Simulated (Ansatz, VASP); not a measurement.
BaTiO3 in VASP and in Ansatz

INCAR

```
  PREC = Accurate
  ENCUT = 520
  EDIFF = 1E-8
  ISMEAR = -1
  SIGMA = 0.03
  LREAL = False
  LASPH = True
  NELM = 60
  ALGO = Normal
  ISIF = 2
  LWAVE = False
  LCHARG = False
  GGA = PS
  LEFG = True
  NBANDS = 28
```

File KPOINTS:

```
Automatic mesh
0
Gamma
  7 7 7
```

Contents of POSCAR:

```
BaTiO3
1.0
    3.9729548958      0.0000000000      0.0000000000
    0.0000000000      3.9729548958      0.0000000000
    0.0000000000      0.0000000000      3.9910327445
Ba Ti O
1 1 3
Direct
    0.0000000000      0.0000000000      0.0000000000
    0.5000000000      0.5000000000      0.5000000000
    0.5000000000      0.5000000000      0.0000000000
    0.5000000000      0.0000000000      0.5000000000
    0.0000000000      0.5000000000      0.5000000000
```

Input for Ansatz:

```yaml
crystal:
  lattice:
    - [3.9729548958, 0.0, 0.0]
    - [0.0, 3.9729548958, 0.0]
    - [0.0, 0.0, 3.9910327445]
  atoms:
    - { symbol: Ba, position: [0.0, 0.0, 0.0] }
    - { symbol: Ti, position: [0.5, 0.5, 0.5] }
    - { symbol: O, position: [0.5, 0.5, 0.0] }
    - { symbol: O, position: [0.5, 0.0, 0.5] }
    - { symbol: O, position: [0.0, 0.5, 0.5] }
kpoints:
  mp_grid: { grid: [7, 7, 7] }
scf:
  occupations: { method: fermi_dirac, width: 0.03 }
hamiltonian:
  xc: pbesol
  pseudopotentials: { kind: all_electron, datasets: crystal }
output:
  forces: true
  stress: true
  eigenvalues: true
  efg: { contact_densities: true }
```

Change from the starting cell: volume scaled by 0.98, crystal datasets.

Alike in both runs: task electric field gradients; functional PBEsol; k mesh 7 × 7 × 7; occupations fermi-dirac, width 0.03 eV; no spin polarisation.

|  | VASP | Ansatz |
| --- | --- | --- |
| version | VASP 6.6.1 | Ansatz 0.2.0 |
| potentials or method | VASP PAW PBE potentials, release 64 (Ba_sv, Ti_sv, O), cutoff 520 eV | all-electron PAW with datasets made for the crystal, scalar-relativistic |

```tsv
	VASP	Ansatz	Ansatz less VASP
gap on the k mesh at the Fermi level (eV)	1.79	1.86	+0.066
pressure (GPa)	0.7	-1.2	-1.94
traceless stress, the component that is largest in VASP (GPa)	-0.63	-0.60	+0.021
size of Vzz on the site where it differs most (V/Å²)	0.8	0.7	-0.10
```

VASP's potentials were made for PBE, not for PBEsol. Ansatz ran all-electron here, and VASP with PAW potentials.

Neither program's run includes spin-orbit coupling.
